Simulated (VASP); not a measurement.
A run of VASP 6.6.1 is set up as follows.

Contents of INCAR:

```
  PREC = Accurate
  ENCUT = 520
  EDIFF = 1E-7
  ISMEAR = 0
  SIGMA = 0.01
  LREAL = F
  LASPH = T
  NELM = 60
  ALGO = Normal
  ISIF = 2
  LWAVE = F
  LCHARG = F
  NBANDS = 17
```

KPOINTS

```
regular mesh
0
Gamma
  6 6 6
```

POSCAR

```
PbSe
1.0
    0.0000000000      3.4232041378      3.4232041378
    3.4232041378      0.0000000000      3.4232041378
    3.4232041378      3.4232041378      0.0000000000
Pb Se
1 1
Direct
    0.0000000000      0.0000000000      0.0000000000
    0.2500000000      0.2500000000      0.2500000000
```

Potentials or basis: VASP PAW LDA potentials, release 64 (Pb_d, Se).

Launch:

```bash
$ cat potpaw_LDA.64/Pb_d/POTCAR potpaw_LDA.64/Se/POTCAR > POTCAR
$ mpirun -np 1 vasp_std > vasp.out
```

Question: What does it give for the pressure?

Answer: -1.9 GPa.

Question: Predict the band gap on the k mesh.

Answer: 0.59 eV (least direct gap 1.01 eV).

Caveat: the structure was generated, so it needn't be the stable form of PbSe; spin-orbit coupling is left out, which moves the levels of the heavy elements. A k mesh can miss the band edges.
